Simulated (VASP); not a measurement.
Set up this calculation in VASP 6.6.1, as the native input.

```
Task                   : single point
Functional             : r2SCAN
Potentials or basis    : VASP PAW PBE potentials, release 64 (B_h, N_h)
Cutoff                 : 1460 eV
k mesh                 : 12 × 12 × 12
Occupations            : gaussian, width 0.02 eV
Spin                   : no spin polarisation
Dipole correction      : no
Further INCAR settings : ALGO = Normal; EDIFF = 1e-06; NBANDS = 11
```

The system is BN.

```xyz
2
Lattice="0.0000 1.8044 1.8044 1.8044 0.0000 1.8044 1.8044 1.8044 0.0000" Properties=species:S:1:pos:R:3 pbc="T T T"
B     0.0000    0.0000    0.0000
N     0.9022    0.9022    0.9022
```

These files were run (other wordings do the same):

POSCAR

```
BN
1.0
    0.0000000000      1.8044241079      1.8044241079
    1.8044241079      0.0000000000      1.8044241079
    1.8044241079      1.8044241079      0.0000000000
B N
1 1
Direct
    0.0000000000      0.0000000000      0.0000000000
    0.2500000000      0.2500000000      0.2500000000
```

INCAR.step1

```
SYSTEM = BN
PREC = Accurate
ENCUT = 1460
ISMEAR = 0
SIGMA = 0.02
LREAL = .FALSE.
LASPH = .TRUE.
NELM = 120
NBANDS = 11
GGA = PE
ALGO = Normal
EDIFF = 1E-5
LWAVE = .TRUE.
LCHARG = .FALSE.
GGA_COMPAT = .FALSE.
```

INCAR.step2

```
SYSTEM = BN
PREC = Accurate
ENCUT = 1460
EDIFF = 1E-6
ISMEAR = 0
SIGMA = 0.02
LREAL = .FALSE.
LASPH = .TRUE.
NELM = 120
ALGO = Normal
ISIF = 2
LWAVE = .FALSE.
LCHARG = .TRUE.
METAGGA = R2SCAN
LMIXTAU = .TRUE.
LELF = .TRUE.
LVHAR = .TRUE.
NBANDS = 11
ISTART = 1
GGA_COMPAT = .FALSE.
```

KPOINTS

```
Automatic mesh
0
G
  12 12 12
  0 0 0
```

Potentials or basis: VASP PAW PBE potentials, release 64 (B_h, N_h).

Launch:

```console
$ cat potpaw_PBE.64/B_h/POTCAR potpaw_PBE.64/N_h/POTCAR > POTCAR
$ cp INCAR.step1 INCAR
$ mpirun -np 1 vasp_std > vasp.out
$ cp INCAR.step2 INCAR
$ mpirun -np 1 vasp_std > vasp.out
```

Results of the run:

```
Pressure               : -0.2 GPa
Band gap on the k mesh : 5.00 eV (least direct gap 9.57 eV)
```

Caveat: the PAW data sets were made with another functional, which shifts forces and pressure a little.

Run time: 110 s on 1 thread of AMD EPYC 7R43 64-Core Processor (Zen 3), with other jobs on the host, peak memory 0.17 GiB.
